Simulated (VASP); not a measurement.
# Cs (Pbcm) in VASP: single point with PBEsol

Aim: the single point of Cs with PBEsol.

All numbers are computed with VASP 6.6.1; they aren't measurements. Logs are shortened: lines on timing, memory, paths and dates and some standing lists are left out, and cuts for length are marked.

### Step 1. The cell of the first run

Symmetry: Pbcm, No. 57, orthorhombic system. The conventional cell has a = 5.519 Å, b = 10.052 Å, c = 8.988 Å, α = 90.00°, β = 90.00°, γ = 90.00°.

### Step 2. Single point, PBEsol

INCAR reads:

```
SYSTEM = Cs
PREC = Accurate
ENCUT = 500
EDIFF = 1E-6
ISMEAR = 0
SIGMA = 0.1
LREAL = .FALSE.
LASPH = .TRUE.
NELM = 120
ALGO = Normal
ISIF = 2
LWAVE = .FALSE.
LCHARG = .FALSE.
GGA = PS
NBANDS = 26
GGA_COMPAT = .FALSE.
```

KPOINTS reads:

```
Automatic mesh
0
G
  4 2 2
  0 0 0
```

POSCAR reads:

```
Cs
1.0
    5.5192572500      0.0000000000      0.0000000000
    0.0000000000     10.0516815000      0.0000000000
    0.0000000000      0.0000000000      8.9880748700
Cs
4
Direct
    0.7393010300      0.3947436000      0.7500000000
    0.2606989700      0.6052564000      0.2500000000
    0.7393010300      0.1052564000      0.2500000000
    0.2606989700      0.8947436000      0.7500000000
```

Potentials or basis: VASP PAW PBE potentials, release 64 (Cs_sv).

Started as:

```
cat potpaw_PBE.64/Cs_sv/POTCAR > POTCAR
mpirun -np 1 vasp_std > vasp.out
```

OUTCAR:

```text
SYSTEM = Cs
   PREC = Accurate
   ENCUT = 500
   EDIFF = 1E-6
   ISMEAR = 0
   LREAL = .FALSE.
   LASPH = .TRUE.
   NELM = 120
   ISIF = 2
   GGA = PS

 ion  position               nearest neighbor table
   1  0.739  0.395  0.750-
   2  0.261  0.605  0.250-
   3  0.739  0.105  0.250-
   4  0.261  0.895  0.750-

  LATTYP: Found a simple orthorhombic cell.
 ALAT       =     5.5192572500
 B/A-ratio  =     1.6284935568
 C/A-ratio  =     1.8212018474

  Lattice vectors:

 A1 = (  -5.5192572500,   0.0000000000,   0.0000000000)
 A2 = (   0.0000000000,   0.0000000000,   8.9880748700)
 A3 = (   0.0000000000,  10.0516815000,   0.0000000000)

Analysis of symmetry for initial positions (statically):
=====================================================================
 Subroutine PRICEL returns:
 Original cell was already a primitive cell.

 Routine SETGRP: Setting up the symmetry group for a
 simple orthorhombic supercell.

 Subroutine GETGRP returns: Found  8 space group operations
 (whereof  2 operations were pure point group operations)
 out of a pool of  8 trial point group operations.

The static configuration has the point symmetry S_2 .
 The point group associated with its full space group is D_2h.

Analysis of symmetry for dynamics (positions and initial velocities):
=====================================================================
 Subroutine PRICEL returns:
 Original cell was already a primitive cell.

 Routine SETGRP: Setting up the symmetry group for a
 simple orthorhombic supercell.

 Subroutine GETGRP returns: Found  8 space group operations
 (whereof  2 operations were pure point group operations)
 out of a pool of  8 trial point group operations.

The dynamic configuration has the point symmetry S_2 .
 The point group associated with its full space group is D_2h.

 Subroutine INISYM returns: Found  8 space group operations
 (whereof  2 operations are pure point group operations),
 and found     1 'primitive' translations

----------------------------------------------------------------------------------------

                                     Primitive cell

  volume of cell :     498.6388

  direct lattice vectors                    reciprocal lattice vectors
     5.519257250  0.000000000  0.000000000     0.181183800  0.000000000  0.000000000
     0.000000000 10.051681500  0.000000000     0.000000000  0.099485842  0.000000000
     0.000000000  0.000000000  8.988074870     0.000000000  0.000000000  0.111258530

  length of vectors
     5.519257250 10.051681500  8.988074870     0.181183800  0.099485842  0.111258530

  position of ions in fractional coordinates (direct lattice)
     0.739301030  0.394743600  0.750000000
     0.260698970  0.605256400  0.250000000
     0.739301030  0.105256400  0.250000000
     0.260698970  0.894743600  0.750000000

  ion indices of the primitive-cell ions
   primitive index   ion index
                 1           1
                 2           2
                 3           3
                 4           4

----------------------------------------------------------------------------------------

 KPOINTS: Automatic mesh

Automatic generation of k-mesh.
 Grid dimensions read from file:
 generate k-points for:    4    2    2

 Generating k-lattice:

  Cartesian coordinates                     Fractional coordinates (reciprocal lattice)
     0.045295950  0.000000000  0.000000000     0.250000000  0.000000000  0.000000000
     0.000000000  0.049742921  0.000000000     0.000000000  0.500000000  0.000000000
     0.000000000  0.000000000  0.055629265     0.000000000  0.000000000  0.500000000

  Length of vectors
     0.045295950  0.049742921  0.055629265

  Shift w.r.t. Gamma in fractional coordinates (k-lattice)
     0.000000000  0.000000000  0.000000000

 Subroutine IBZKPT returns following result:
 ===========================================

 Found     12 irreducible k-points:

 Following reciprocal coordinates:
            Coordinates               Weight
  0.000000  0.000000  0.000000      1.000000
  0.250000  0.000000  0.000000      2.000000
  0.500000  0.000000  0.000000      1.000000
  0.000000  0.500000  0.000000      1.000000
  0.250000  0.500000  0.000000      2.000000
  0.500000  0.500000  0.000000      1.000000
  0.000000  0.000000  0.500000      1.000000
  0.250000  0.000000  0.500000      2.000000
  0.500000  0.000000  0.500000      1.000000
  0.000000  0.500000  0.500000      1.000000
  0.250000  0.500000  0.500000      2.000000
  0.500000  0.500000  0.500000      1.000000
   k-points           NKPTS =     12   k-points in BZ     NKDIM =     12   number of bands    NBANDS=     26
   number of dos      NEDOS =    301   number of ions     NIONS =      4
   total plane-waves  NPLWV = 224000
   dimension x,y,z NGX =    40 NGY =   80 NGZ =   70
   dimension x,y,z NGXF=    80 NGYF=  160 NGZF=  140
   ions per type =               4
   NGX,Y,Z   is equivalent  to a cutoff of  12.05, 13.23, 12.95 a.u.
   NGXF,Y,Z  is equivalent  to a cutoff of  24.10, 26.46, 25.89 a.u.
 SYSTEM =  Cs
   PREC   = accura    normal or accurate (medium, high low for compatibility)
   ISTART =      0    job   : 0-new  1-cont  2-samecut
   ICHARG =      2    charge: 1-file 2-atom 10-const
   ISPIN  =      1    spin polarized calculation?
   LNONCOLLINEAR =      F non collinear calculations
   LSORBIT =      F    spin-orbit coupling
   LASPH  =      T    aspherical Exc in radial PAW
   ENCUT  =  500.0 eV  36.75 Ry    6.06 a.u.  10.06 18.33 16.39*2*pi/ulx,y,z
   NELM   =    120;   NELMIN=  2; NELMDL= -5     # of ELM steps
   EDIFF  = 0.1E-05   stopping-criterion for ELM
   LREAL  =      F    real-space projection
   EDIFFG = 0.1E-04   stopping-criterion for IOM
   NSW    =      0    number of steps for IOM
   IBRION =     -1    ionic relax: 0-MD 1-quasi-New 2-CG
   NFREE  =      0    steps in history (QN), initial steepest desc. (CG)
   ISIF   =      2    stress and relaxation
   ISYM   =      2    0-nonsym 1-usesym 2-fastsym
   POTIM  = 0.5000    time-step for ionic-motion
   TEBEG  =    0.0;   TEEND  =   0.0 temperature during run
   PSTRESS=    0.0 pullay stress
   NELECT =      36.0000    total number of electrons
   NUPDOWN=      -1.0000    fix difference up-down
   EMIN   =  10.00;   EMAX   =-10.00  energy-range for DOS
   EFERMI =   0.00;   METHOD = LEGACY
   ISMEAR =     0;   SIGMA  =   0.10  broadening in eV -4-tet -1-fermi 0-gaus
   EFERMI_NEDOS =   21; number of points for ismear=-14 and -15
   IALGO  =     38    algorithm
   IMIX   =      4    mixing-type and parameters
     AMIX     =   0.40;   BMIX     =  1.00
     AMIX_MAG =   1.60;   BMIX_MAG =  1.00
  volume/ion in A,a.u.               =     124.66       841.25
  Fermi-wavevector in a.u.,A,eV,Ry     =   0.681680  1.288188  6.322452  0.464687
  Thomas-Fermi vector in A             =   1.760533
   LORBIT       =      0    0 simple, 1 ext, 2 COOP (PROOUT), +10 PAW based schemes
   GGA     = PS    functional components
   LHFCALC =     F    Hartree Fock is set to
   AEXX    =    0.0000 exact exchange contribution
   IVDW    =     0    specifies the selected vdW correction
   LEPSILON=     F    determine dielectric tensor
   LRPA    =     F    only Hartree local field effects (RPA)
 non-spin polarized calculation
 Gauss-broadening in eV      SIGMA  =   0.10
  energy-cutoff  :      500.00
  volume of cell :      498.64
 maximum number of plane-waves:     12704
   NGX = 21   NGY = 37   NGZ = 33

 number of electron      35.9999999 magnetization

 Free energy of the ion-electron system (eV)
  ---------------------------------------------------
  ext. energy  EPLUGINS =         0.00000000
  ---------------------------------------------------
  free energy    TOTEN  =        -3.78562433 eV

  energy without entropy =       -3.77063682  energy(sigma->0) =       -3.77813057

 E-fermi :   0.2091     XC(G=0):  -5.2699

 val. band max:        0.1579234538   @ k =   0.0000   0.0000   0.0000
 cond. band min:       0.2286287167   @ k =   0.0000   0.0000   0.0000
 fundamental gap:      0.0707052629
 Fermi energy:         0.2090933099

 k-point     1 :       0.0000    0.0000    0.0000
  band No.  band energies     occupation
      1     -23.7078      2.00000
      2     -23.7036      2.00000
      3     -23.7032      2.00000
      4     -23.7029      2.00000
      5     -10.5470      2.00000
      6     -10.5228      2.00000
[... 18 lines left out ...]
     25       1.9882      0.00000
     26       2.3152      0.00000

 k-point     2 :       0.2500    0.0000    0.0000
  band No.  band energies     occupation
      1     -23.7063      2.00000
      2     -23.7033      2.00000
      3     -23.7023      2.00000
      4     -23.7021      2.00000
      5     -10.5344      2.00000
      6     -10.5139      2.00000
[... 18 lines left out ...]
     25       1.8279      0.00000
     26       2.1041      0.00000

 k-point     3 :       0.5000    0.0000    0.0000
  band No.  band energies     occupation
      1     -23.7043      2.00000
      2     -23.7037      2.00000
      3     -23.7014      2.00000
      4     -23.7014      2.00000
      5     -10.5232      2.00000
      6     -10.5228      2.00000
[... 18 lines left out ...]
     25       1.8187      0.00000
     26       1.9079      0.00000

 k-point     4 :       0.0000    0.5000    0.0000
  band No.  band energies     occupation
      1     -23.7061      2.00000
      2     -23.7061      2.00000
      3     -23.7026      2.00000
      4     -23.7026      2.00000
      5     -10.5263      2.00000
      6     -10.5263      2.00000
[... 18 lines left out ...]
     25       2.0936      0.00000
     26       2.0986      0.00000

 k-point     5 :       0.2500    0.5000    0.0000
  band No.  band energies     occupation
      1     -23.7051      2.00000
      2     -23.7051      2.00000
      3     -23.7020      2.00000
      4     -23.7020      2.00000
      5     -10.5178      2.00000
      6     -10.5178      2.00000
[... 18 lines left out ...]
     25       1.9651      0.00000
     26       1.9652      0.00000

 k-point     6 :       0.5000    0.5000    0.0000
  band No.  band energies     occupation
      1     -23.7040      2.00000
      2     -23.7040      2.00000
      3     -23.7014      2.00000
      4     -23.7014      2.00000
      5     -10.5335      2.00000
      6     -10.5335      2.00000
[... 18 lines left out ...]
     25       1.9559      0.00000
     26       1.9561      0.00000

 k-point     7 :       0.0000    0.0000    0.5000
  band No.  band energies     occupation
      1     -23.7054      2.00000
      2     -23.7054      2.00000
      3     -23.7034      2.00000
      4     -23.7034      2.00000
      5     -10.5392      2.00000
      6     -10.5392      2.00000
[... 18 lines left out ...]
     25       1.8684      0.00000
     26       1.8684      0.00000

 k-point     8 :       0.2500    0.0000    0.5000
  band No.  band energies     occupation
      1     -23.7042      2.00000
      2     -23.7042      2.00000
      3     -23.7028      2.00000
      4     -23.7028      2.00000
      5     -10.5276      2.00000
      6     -10.5276      2.00000
[... 18 lines left out ...]
     25       1.7727      0.00000
     26       1.7727      0.00000

 k-point     9 :       0.5000    0.0000    0.5000
  band No.  band energies     occupation
      1     -23.7028      2.00000
      2     -23.7028      2.00000
      3     -23.7026      2.00000
      4     -23.7026      2.00000
      5     -10.5269      2.00000
      6     -10.5269      2.00000
[... 18 lines left out ...]
     25       1.5912      0.00000
     26       1.5928      0.00000

 k-point    10 :       0.0000    0.5000    0.5000
  band No.  band energies     occupation
      1     -23.7044      2.00000
      2     -23.7044      2.00000
      3     -23.7044      2.00000
      4     -23.7044      2.00000
      5     -10.5120      2.00000
      6     -10.5120      2.00000
[... 18 lines left out ...]
     25       1.9838      0.00000
     26       1.9838      0.00000

 k-point    11 :       0.2500    0.5000    0.5000
  band No.  band energies     occupation
      1     -23.7035      2.00000
      2     -23.7035      2.00000
      3     -23.7035      2.00000
      4     -23.7035      2.00000
      5     -10.5176      2.00000
      6     -10.5176      2.00000
[... 18 lines left out ...]
     25       1.8850      0.00000
     26       1.8850      0.00000

 k-point    12 :       0.5000    0.5000    0.5000
  band No.  band energies     occupation
      1     -23.7027      2.00000
      2     -23.7027      2.00000
      3     -23.7027      2.00000
      4     -23.7027      2.00000
      5     -10.5367      2.00000
      6     -10.5367      2.00000
[... 18 lines left out ...]
     25       1.9009      0.00000
     26       1.9009      0.00000

------------------------ aborting loop because EDIFF is reached ----------------------------------------

  FORCE on cell =-STRESS in cart. coord.  units (eV):
  Direction    XX          YY          ZZ          XY          YZ          ZX
  --------------------------------------------------------------------------------------
  -------------------------------------------------------------------------------------
  Total       -0.5909396     -0.9385659     -0.5893110      0.0000000      0.0000000      0.0000000
  in kB       -1.8987494     -3.0157081     -1.8935165      0.0000000      0.0000000      0.0000000
  external PRESSURE =      -2.2693247 kB  Pullay stress =       0.0000000 kB

 VOLUME and BASIS-vectors are now :
 -----------------------------------------------------------------------------
  energy-cutoff  :      500.00
  volume of cell :      498.64
      direct lattice vectors                 reciprocal lattice vectors
     5.519257250  0.000000000  0.000000000     0.181183800  0.000000000  0.000000000
     0.000000000 10.051681500  0.000000000     0.000000000  0.099485842  0.000000000
     0.000000000  0.000000000  8.988074870     0.000000000  0.000000000  0.111258530

 POSITION                                       TOTAL-FORCE (eV/Angst)
 -----------------------------------------------------------------------------------
      4.08039      3.96784      6.74106         0.012351      0.016488      0.000000
      1.43886      6.08384      2.24702        -0.012351     -0.016488      0.000000
      4.08039      1.05800      2.24702         0.012351     -0.016488     -0.000000
      1.43886      8.99368      6.74106        -0.012351      0.016488      0.000000
 -----------------------------------------------------------------------------------
    total drift:                                0.000000      0.000000      0.000000

  FREE ENERGIE OF THE ION-ELECTRON SYSTEM (eV)
  ---------------------------------------------------
  free  energy   TOTEN  =        -3.7856243271 eV

  energy  without entropy=       -3.7706368168  energy(sigma->0) =       -3.77813057
```

Wall time 3.4 min (1 thread of Intel Xeon 8259CL, shared host); peak memory 0.53 GiB.

What came out:

```yaml
Free_energy: -3.7856 eV
Pressure: -0.2 GPa
Largest_force: 0.021 eV/Å
Band_gap_on_the_k_mesh: zero (bands 18 and 19 overlap by 0.88 eV)
```

Forces on the atoms (eV/Å):
```
Cs   0.012  0.016  0.000
Cs  -0.012 -0.016  0.000
Cs   0.012 -0.016  0.000
Cs  -0.012  0.016  0.000
```

Stress tensor (GPa, compression positive):
```
-0.19  0.00  0.00
 0.00 -0.30  0.00
 0.00  0.00 -0.19
```

Levels at points of the mesh, in eV from the Fermi level:
| k point | band 14 | band 15 | band 16 | band 17 | band 18 | band 19 | band 20 | band 21 | band 22 | band 23 |
| --- | --- | --- | --- | --- | --- | --- | --- | --- | --- | --- |
| (0.00, 0.00, 0.00) | -10.65 | -10.65 | -10.64 | -1.62 | -0.05 | 0.02 | 0.13 | 0.74 | 0.94 | 1.04 |
| (0.50, 0.00, 0.00) | -10.67 | -10.66 | -10.66 | -0.21 | -0.17 | 0.82 | 0.84 | 0.86 | 0.87 | 0.88 |
| (0.00, 0.50, 0.00) | -10.65 | -10.65 | -10.65 | -1.14 | -1.14 | 0.52 | 0.52 | 0.77 | 0.77 | 1.28 |
| (0.50, 0.50, 0.00) | -10.66 | -10.66 | -10.66 | -0.06 | -0.06 | 0.35 | 0.35 | 0.78 | 0.78 | 0.94 |
| (0.00, 0.00, 0.50) | -10.66 | -10.66 | -10.66 | -1.03 | -1.03 | 0.09 | 0.09 | 0.81 | 0.81 | 1.60 |
| (0.50, 0.00, 0.50) | -10.66 | -10.66 | -10.66 | 0.21 | 0.21 | 0.22 | 0.22 | 1.02 | 1.02 | 1.09 |
| (0.00, 0.50, 0.50) | -10.66 | -10.66 | -10.66 | -0.60 | -0.60 | -0.60 | -0.60 | 1.40 | 1.40 | 1.40 |
| (0.50, 0.50, 0.50) | -10.67 | -10.67 | -10.67 | 0.22 | 0.22 | 0.22 | 0.22 | 0.81 | 0.81 | 0.81 |

Caveat: the PAW data sets were made with another functional, which shifts forces and pressure a little; spin-orbit coupling is left out, which moves the levels of the heavy elements.

The gap in the log of VASP goes by the Fermi energy; the results here count the filled bands.